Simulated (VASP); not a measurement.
# MoS2 (P6_3/mmc) in VASP: further runs

MoS2 is run at these levels: RPBE+D3(BJ), PBE, PBE+D3(BJ); tasks: single point.

All numbers are computed with VASP 6.6.1; they aren't measurements. Logs are shortened: lines on timing, memory, paths and dates and some standing lists are left out, and cuts for length are marked.

**The experiment to reproduce.**

“Multiwavelength excitation Raman Scattering Analysis of bulk and 2 dimensional MoS2: Vibrational properties of atomically thin MoS2 layers”, 2015, arxiv:1506.03228 reports, for a bulk crystal of MoS2 at 300 K: band gap 1.3 eV (indirect).

The results are compared with them further down.

## (1) The cell of the first run

The structure is hexagonal, space group P6_3/mmc (No. 194). Conventional cell: a = 3.190 Å, b = 3.190 Å, c = 12.406 Å, α = 90.00°, β = 90.00°, γ = 120.00°. Within 3.2 Å of Mo (site symmetry -6m2) lie 6 S at 2.42 Å and 6 Mo at 3.19 Å. S (site symmetry 3m) has 3 Mo at 2.42 Å and 7 S at 3.15 to 3.19 Å within 3.2 Å.

## (2) Single point, RPBE+D3(BJ)

Contents of INCAR:

```
PREC = Accurate
ENCUT = 520
EDIFF = 1E-6
ISMEAR = -1
SIGMA = 0.05
LREAL = False
LASPH = True
NELM = 80
ALGO = Normal
ISIF = 2
LWAVE = False
LCHARG = False
GGA = RP
IVDW = 12
NBANDS = 35
```

Contents of KPOINTS:

```
regular mesh
0
Gamma
  10 10 3
```

Contents of POSCAR:

```
MoS2
1.0
    3.1899873666      0.0000000000      0.0000000000
   -1.5949936833      2.7626100972      0.0000000000
    0.0000000000      0.0000000000     12.4056182726
Mo S
2 4
Direct
    0.6666666667      0.3333333333      0.7500000000
    0.3333333333      0.6666666667      0.2500000000
    0.6666666667      0.3333333333      0.3770000000
    0.3333333333      0.6666666667      0.8770000000
    0.6666666667      0.3333333333      0.1230000000
    0.3333333333      0.6666666667      0.6230000000
```

Potentials or basis: VASP PAW PBE potentials, release 64 (Mo_sv, S).

Command:

```bash
> cat potpaw_PBE.64/Mo_sv/POTCAR potpaw_PBE.64/S/POTCAR > POTCAR
> mpirun -np 1 vasp_std > vasp.out
```

OUTCAR:

```text
PREC = Accurate
   ENCUT = 520
   EDIFF = 1E-6
   ISMEAR = -1
   LREAL = False
   LASPH = True
   NELM = 80
   ISIF = 2
   GGA = RP
   IVDW = 12
 IVDW          = 12

 ion  position               nearest neighbor table
   1  0.667  0.333  0.750-   4 2.42   6 2.42   4 2.42   6 2.42   4 2.42   6 2.42
   2  0.333  0.667  0.250-   3 2.42   5 2.42   3 2.42   5 2.42   3 2.42   5 2.42
   3  0.667  0.333  0.377-   2 2.42   2 2.42   2 2.42
   4  0.333  0.667  0.877-   1 2.42   1 2.42   1 2.42
   5  0.667  0.333  0.123-   2 2.42   2 2.42   2 2.42
   6  0.333  0.667  0.623-   1 2.42   1 2.42   1 2.42

  LATTYP: Found a hexagonal cell.
 ALAT       =     3.1899873666
 C/A-ratio  =     3.8889239508

  Lattice vectors:

 A1 = (   3.1899873666,   0.0000000000,   0.0000000000)
 A2 = (  -1.5949936833,   2.7626100972,   0.0000000000)
 A3 = (   0.0000000000,   0.0000000000,  12.4056182726)

Analysis of symmetry for initial positions (statically):
=====================================================================
 Subroutine PRICEL returns:
 Original cell was already a primitive cell.

 Routine SETGRP: Setting up the symmetry group for a
 hexagonal supercell.

 Subroutine GETGRP returns: Found 24 space group operations
 (whereof 12 operations were pure point group operations)
 out of a pool of 24 trial point group operations.

The static configuration has the point symmetry D_3d.
 The point group associated with its full space group is D_6h.

Analysis of symmetry for dynamics (positions and initial velocities):
=====================================================================
 Subroutine PRICEL returns:
 Original cell was already a primitive cell.

 Routine SETGRP: Setting up the symmetry group for a
 hexagonal supercell.

 Subroutine GETGRP returns: Found 24 space group operations
 (whereof 12 operations were pure point group operations)
 out of a pool of 24 trial point group operations.

The dynamic configuration has the point symmetry D_3d.
 The point group associated with its full space group is D_6h.

 Subroutine INISYM returns: Found 24 space group operations
 (whereof 12 operations are pure point group operations),
 and found     1 'primitive' translations

----------------------------------------------------------------------------------------

                                     Primitive cell

  volume of cell :     109.3269

  direct lattice vectors                    reciprocal lattice vectors
     3.189987367  0.000000000  0.000000000     0.313480865  0.180988262  0.000000000
    -1.594993683  2.762610097  0.000000000     0.000000000  0.361976524  0.000000000
     0.000000000  0.000000000 12.405618273     0.000000000  0.000000000  0.080608639

  length of vectors
     3.189987367  3.189987367 12.405618273     0.361976524  0.361976524  0.080608639

  position of ions in fractional coordinates (direct lattice)
     0.666666667  0.333333333  0.750000000
     0.333333333  0.666666667  0.250000000
     0.666666667  0.333333333  0.377000000
     0.333333333  0.666666667  0.877000000
     0.666666667  0.333333333  0.123000000
     0.333333333  0.666666667  0.623000000

  ion indices of the primitive-cell ions
   primitive index   ion index
                 1           1
                 2           2
                 3           3
                 4           4
                 5           5
                 6           6

----------------------------------------------------------------------------------------

 KPOINTS: regular mesh

Automatic generation of k-mesh.
 Grid dimensions read from file:
 generate k-points for:   10   10    3

 Generating k-lattice:

  Cartesian coordinates                     Fractional coordinates (reciprocal lattice)
     0.031348087  0.018098826  0.000000000     0.100000000  0.000000000  0.000000000
     0.000000000  0.036197652  0.000000000     0.000000000  0.100000000  0.000000000
     0.000000000  0.000000000  0.026869546     0.000000000  0.000000000  0.333333333

  Length of vectors
     0.036197652  0.036197652  0.026869546

  Shift w.r.t. Gamma in fractional coordinates (k-lattice)
     0.000000000  0.000000000  0.000000000

 Subroutine IBZKPT returns following result:
 ===========================================

 Found     28 irreducible k-points:

 Following reciprocal coordinates:
            Coordinates               Weight
  0.000000  0.000000  0.000000      1.000000
  0.100000  0.000000  0.000000      6.000000
  0.200000  0.000000  0.000000      6.000000
  0.300000 -0.000000  0.000000      6.000000
  0.400000  0.000000  0.000000      6.000000
  0.500000  0.000000  0.000000      3.000000
[... 16 lines left out ...]
  0.300000  0.100000  0.333333     24.000000
  0.400000  0.100000  0.333333     24.000000
 [... further k-points ...]
   k-points           NKPTS =     28   k-points in BZ     NKDIM =     28   number of bands    NBANDS=     35
   number of dos      NEDOS =    301   number of ions     NIONS =      6
   total plane-waves  NPLWV =  55296
   dimension x,y,z NGX =    24 NGY =   24 NGZ =   96
   dimension x,y,z NGXF=    48 NGYF=   48 NGZF=  192
   ions per type =               2   4
   NGX,Y,Z   is equivalent  to a cutoff of  12.51, 12.51, 12.86 a.u.
   NGXF,Y,Z  is equivalent  to a cutoff of  25.02, 25.02, 25.73 a.u.
 SYSTEM =  unknown system
   PREC   = accura    normal or accurate (medium, high low for compatibility)
   ISTART =      0    job   : 0-new  1-cont  2-samecut
   ICHARG =      2    charge: 1-file 2-atom 10-const
   ISPIN  =      1    spin polarized calculation?
   LNONCOLLINEAR =      F non collinear calculations
   LSORBIT =      F    spin-orbit coupling
   LASPH  =      T    aspherical Exc in radial PAW
   ENCUT  =  520.0 eV  38.22 Ry    6.18 a.u.   5.93  5.93 23.07*2*pi/ulx,y,z
   NELM   =     80;   NELMIN=  2; NELMDL= -5     # of ELM steps
   EDIFF  = 0.1E-05   stopping-criterion for ELM
   LREAL  =      F    real-space projection
   EDIFFG = 0.1E-04   stopping-criterion for IOM
   NSW    =      0    number of steps for IOM
   IBRION =     -1    ionic relax: 0-MD 1-quasi-New 2-CG
   NFREE  =      0    steps in history (QN), initial steepest desc. (CG)
   ISIF   =      2    stress and relaxation
   ISYM   =      2    0-nonsym 1-usesym 2-fastsym
   POTIM  = 0.5000    time-step for ionic-motion
   TEBEG  =    0.0;   TEEND  =   0.0 temperature during run
   PSTRESS=    0.0 pullay stress
   NELECT =      52.0000    total number of electrons
   NUPDOWN=      -1.0000    fix difference up-down
   EMIN   =  10.00;   EMAX   =-10.00  energy-range for DOS
   EFERMI =   0.00;   METHOD = LEGACY
   ISMEAR =    -1;   SIGMA  =   0.05  broadening in eV -4-tet -1-fermi 0-gaus
   EFERMI_NEDOS =   21; number of points for ismear=-14 and -15
   IALGO  =     38    algorithm
   IMIX   =      4    mixing-type and parameters
     AMIX     =   0.40;   BMIX     =  1.00
     AMIX_MAG =   1.60;   BMIX_MAG =  1.00
  volume/ion in A,a.u.               =      18.22       122.96
  Fermi-wavevector in a.u.,A,eV,Ry     =   1.277910  2.414900 22.219050  1.633054
  Thomas-Fermi vector in A             =   2.410483
   LORBIT       =      0    0 simple, 1 ext, 2 COOP (PROOUT), +10 PAW based schemes
   GGA     = RP    functional components
   LHFCALC =     F    Hartree Fock is set to
   AEXX    =    0.0000 exact exchange contribution
   IVDW    =    12    specifies the selected vdW correction
   LEPSILON=     F    determine dielectric tensor
   LRPA    =     F    only Hartree local field effects (RPA)
 non-spin polarized calculation
  energy-cutoff  :      520.00
  volume of cell :      109.33
 maximum number of plane-waves:      2974
 NGX is ok and might be reduce to    24
   NGX = 11   NGY = 11   NGZ = 47

 number of electron      51.9999996 magnetization

 Free energy of the ion-electron system (eV)
  ---------------------------------------------------
  ext. energy  EPLUGINS =         0.00000000
  ---------------------------------------------------
  free energy    TOTEN  =       -41.04193886 eV

  energy without entropy =      -41.04193755  energy(sigma->0) =      -41.04193820

 E-fermi :   7.7360     XC(G=0): -10.5668

 val. band max:        7.2889126876   @ k =   0.0000   0.0000   0.0000
 cond. band min:       8.2939209843   @ k =   0.2000   0.2000   0.0000
 fundamental gap:      1.0050082967
 Fermi energy:         7.7360262124

 k-point     1 :       0.0000    0.0000    0.0000
  band No.  band energies     occupation
      1     -54.2154      2.00000
      2     -54.2154      2.00000
      3     -28.3417      2.00000
      4     -28.3416      2.00000
      5     -28.1479      2.00000
      6     -28.1479      2.00000
[... 27 lines left out ...]
     34       9.6821      0.00000
     35      12.8668      0.00000

 k-point     2 :       0.1000    0.0000    0.0000
  band No.  band energies     occupation
      1     -54.2119      2.00000
      2     -54.2119      2.00000
      3     -28.3349      2.00000
      4     -28.3348      2.00000
      5     -28.1829      2.00000
      6     -28.1829      2.00000
[... 27 lines left out ...]
     34       9.6719      0.00000
     35      13.5289      0.00000

 k-point     3 :       0.2000    0.0000    0.0000
  band No.  band energies     occupation
      1     -54.2030      2.00000
      2     -54.2030      2.00000
      3     -28.3171      2.00000
      4     -28.3170      2.00000
      5     -28.2735      2.00000
      6     -28.2735      2.00000
[... 27 lines left out ...]
     34      10.2174      0.00000
     35      14.5931      0.00000
[... 723 lines left out ...]
 k-point    23 :       0.3000    0.1000    0.3333
  band No.  band energies     occupation
      1     -54.1856      2.00000
      2     -54.1856      2.00000
      3     -28.4299      2.00000
      4     -28.4299      2.00000
      5     -28.2826      2.00000
      6     -28.2826      2.00000
[... 27 lines left out ...]
     34      11.0383      0.00000
     35      14.1110      0.00000

 k-point    24 :       0.4000    0.1000    0.3333
  band No.  band energies     occupation
      1     -54.1794      2.00000
      2     -54.1794      2.00000
      3     -28.4864      2.00000
      4     -28.4864      2.00000
      5     -28.2702      2.00000
      6     -28.2702      2.00000
[... 27 lines left out ...]
     34      11.0101      0.00000
     35      13.2281      0.00000

 [... further k-points ...]

------------------------ aborting loop because EDIFF is reached ----------------------------------------

 Edisp (eV)  -11.37473

 E8    (eV) :    -7.0456

  FORCE on cell =-STRESS in cart. coord.  units (eV):
  Direction    XX          YY          ZZ          XY          YZ          ZX
  --------------------------------------------------------------------------------------
  -------------------------------------------------------------------------------------
  Total     -13.39964   -13.39964    -8.40070     0.00000     0.00000     0.00000
  in kB    -196.37073  -196.37073  -123.11166     0.00000     0.00000     0.00000
  external pressure =     -171.95 kB  Pullay stress =        0.00 kB

 VOLUME and BASIS-vectors are now :
 -----------------------------------------------------------------------------
  energy-cutoff  :      520.00
  volume of cell :      109.33
      direct lattice vectors                 reciprocal lattice vectors
     3.189987367  0.000000000  0.000000000     0.313480865  0.180988262  0.000000000
    -1.594993683  2.762610097  0.000000000     0.000000000  0.361976524  0.000000000
     0.000000000  0.000000000 12.405618273     0.000000000  0.000000000  0.080608639

 POSITION                                       TOTAL-FORCE (eV/Angst)
 -----------------------------------------------------------------------------------
      1.59499      0.92087      9.30421         0.000000     -0.000000      0.000000
     -0.00000      1.84174      3.10140        -0.000000      0.000000      0.000000
      1.59499      0.92087      4.67692         0.000000      0.000000     -0.872261
     -0.00000      1.84174     10.87973        -0.000000      0.000000     -0.872261
      1.59499      0.92087      1.52589         0.000000     -0.000000      0.872261
     -0.00000      1.84174      7.72870        -0.000000     -0.000000      0.872261
 -----------------------------------------------------------------------------------
    total drift:                               -0.000000      0.000000     -0.000000

  FREE ENERGIE OF THE ION-ELECTRON SYSTEM (eV)
  ---------------------------------------------------
  free  energy   TOTEN  =       -52.4166715195 eV

  energy  without entropy=      -52.4166702113  energy(sigma->0) =      -52.41667087
```

It took 51 s on 1 thread of Intel Xeon 6975P-C (Granite Rapids), shared host; peak memory 0.27 GiB.

Results:

```yaml
Free_energy: -52.4167 eV
Pressure: -17.2 GPa
Largest_force: 0.872 eV/Å
Band_gap_on_the_k_mesh: 1.00 eV, indirect (least direct gap 1.82 eV)
Dispersion_energy_per_atom: -1.896 eV
```

Forces on the atoms (eV/Å):
```
Mo   0.000  0.000  0.000
Mo   0.000  0.000  0.000
S    0.000  0.000 -0.872
S    0.000  0.000 -0.872
S    0.000  0.000  0.872
S    0.000  0.000  0.872
```

Stress tensor (GPa, compression positive):
```
-19.64   0.00   0.00
  0.00 -19.64   0.00
  0.00   0.00 -12.31
```

Caveat: the PAW data sets were made with another functional, which shifts forces and pressure a little.

## (3) Single point, PBE

Contents of INCAR:

```
PREC = Accurate ; ENCUT = 520
EDIFF = 1E-6 ; ISMEAR = -1
SIGMA = 0.05 ; LREAL = False
LASPH = True ; NELM = 60
ALGO = Normal ; ISIF = 2
LWAVE = False ; LCHARG = False
GGA = PE ; NBANDS = 35
```

Contents of KPOINTS:

```
Automatic mesh
0
Gamma
  10 10 3
```

POSCAR is that of step 2.

Potentials or basis: VASP PAW PBE potentials, release 64 (Mo_sv, S).

Command:

```bash
> cat potpaw_PBE.64/Mo_sv/POTCAR potpaw_PBE.64/S/POTCAR > POTCAR
> mpirun -np 1 vasp_std > vasp.out
```

OUTCAR:

```text
PREC = Accurate
   ENCUT = 520
   EDIFF = 1E-6
   ISMEAR = -1
   LREAL = False
   LASPH = True
   NELM = 60
   ISIF = 2
   GGA = PE

 ion  position               nearest neighbor table
   1  0.667  0.333  0.750-   4 2.42   6 2.42   4 2.42   6 2.42   4 2.42   6 2.42
   2  0.333  0.667  0.250-   3 2.42   5 2.42   3 2.42   5 2.42   3 2.42   5 2.42
   3  0.667  0.333  0.377-   2 2.42   2 2.42   2 2.42
   4  0.333  0.667  0.877-   1 2.42   1 2.42   1 2.42
   5  0.667  0.333  0.123-   2 2.42   2 2.42   2 2.42
   6  0.333  0.667  0.623-   1 2.42   1 2.42   1 2.42

  LATTYP: Found a hexagonal cell.
[... 1119 lines left out ...]
  -------------------------------------------------------------------------------------
  Total       -0.7052616     -0.7052616     -0.6851428      0.0000000      0.0000000      0.0000000
  in kB      -10.3355560    -10.3355560    -10.0407166      0.0000000      0.0000000      0.0000000
  external PRESSURE =     -10.2372762 kB  Pullay stress =       0.0000000 kB

 VOLUME and BASIS-vectors are now :
 -----------------------------------------------------------------------------
  energy-cutoff  :      520.00
  volume of cell :      109.33
      direct lattice vectors                 reciprocal lattice vectors
     3.189987367  0.000000000  0.000000000     0.313480865  0.180988262  0.000000000
    -1.594993683  2.762610097  0.000000000     0.000000000  0.361976524  0.000000000
     0.000000000  0.000000000 12.405618273     0.000000000  0.000000000  0.080608639

 POSITION                                       TOTAL-FORCE (eV/Angst)
 -----------------------------------------------------------------------------------
      1.59499      0.92087      9.30421         0.000000      0.000000      0.000000
     -0.00000      1.84174      3.10140        -0.000000     -0.000000      0.000000
      1.59499      0.92087      4.67692         0.000000      0.000000     -0.381103
     -0.00000      1.84174     10.87973        -0.000000      0.000000     -0.381103
      1.59499      0.92087      1.52589         0.000000     -0.000000      0.381103
     -0.00000      1.84174      7.72870        -0.000000     -0.000000      0.381103
 -----------------------------------------------------------------------------------
    total drift:                               -0.000000      0.000000     -0.000000

  FREE ENERGIE OF THE ION-ELECTRON SYSTEM (eV)
  ---------------------------------------------------
  free  energy   TOTEN  =       -43.6203796167 eV

  energy  without entropy=      -43.6203776832  energy(sigma->0) =      -43.62037865
```

OSZICAR:

```text
N       E                     dE             d eps       ncg     rms          rms(c)
DAV:   1     0.441625719953E+03    0.44163E+03   -0.29313E+04  2160   0.141E+03
DAV:   2    -0.233667328449E+02   -0.46499E+03   -0.44982E+03  2358   0.364E+02
DAV:   3    -0.462225097739E+02   -0.22856E+02   -0.22429E+02  2378   0.735E+01
DAV:   4    -0.466612407859E+02   -0.43873E+00   -0.43772E+00  2335   0.105E+01
DAV:   5    -0.466696906717E+02   -0.84499E-02   -0.84489E-02  2307   0.144E+00    0.324E+01
DAV:   6    -0.445116833436E+02    0.21580E+01   -0.13264E+01  2128   0.231E+01    0.125E+01
DAV:   7    -0.440080790148E+02    0.50360E+00   -0.63071E+00  2094   0.153E+01    0.784E+00
DAV:   8    -0.436189437722E+02    0.38914E+00   -0.90026E-01  2134   0.635E+00    0.290E+00
DAV:   9    -0.436292817309E+02   -0.10338E-01   -0.10987E-01  2262   0.165E+00    0.126E+00
DAV:  10    -0.436204455673E+02    0.88362E-02   -0.35143E-02  2175   0.127E+00    0.421E-01
DAV:  11    -0.436205793780E+02   -0.13381E-03   -0.21020E-03  2151   0.244E-01    0.245E-01
DAV:  12    -0.436203818698E+02    0.19751E-03   -0.50179E-04  2204   0.130E-01    0.111E-01
DAV:  13    -0.436203749597E+02    0.69101E-05   -0.18508E-04  2289   0.706E-02    0.964E-03
DAV:  14    -0.436203788916E+02   -0.39318E-05   -0.11694E-05  1934   0.164E-02    0.180E-02
DAV:  15    -0.436203796167E+02   -0.72511E-06   -0.72720E-07  1467   0.440E-03
   1 F= -.43620380E+02 E0= -.43620379E+02  d E =-.193350E-05
```

stdout:

```text
POSCAR found type information on POSCAR MoS
 POSCAR found :  2 types and       6 ions
 scaLAPACK will be used
 LDA part: xc-table for (Slater+PW92), standard interpolation
 POSCAR, INCAR and KPOINTS ok, starting setup
 FFT: planning ... GRIDC
 FFT: planning ... GRID_SOFT
 FFT: planning ... GRID
 WAVECAR not read
 entering main loop
```

It took 50 s on 1 thread of Intel Xeon 6975P-C (Granite Rapids), shared host; peak memory 0.26 GiB.

What came out:

* Free energy: -43.6204 eV
* Pressure: -1.0 GPa
* Largest force: 0.381 eV/Å
* Band gap on the k mesh: 0.96 eV, indirect (least direct gap 1.82 eV)

Forces in eV/Å, atoms in the order of the input:
```
Mo   0.000  0.000  0.000
Mo   0.000  0.000  0.000
S    0.000  0.000 -0.381
S    0.000  0.000 -0.381
S    0.000  0.000  0.381
S    0.000  0.000  0.381
```

Caveat: this functional lacks dispersion, which binds the layers, so the pressure and a relaxed spacing across them are unreliable.

(Part 1 of 2 ends here.)
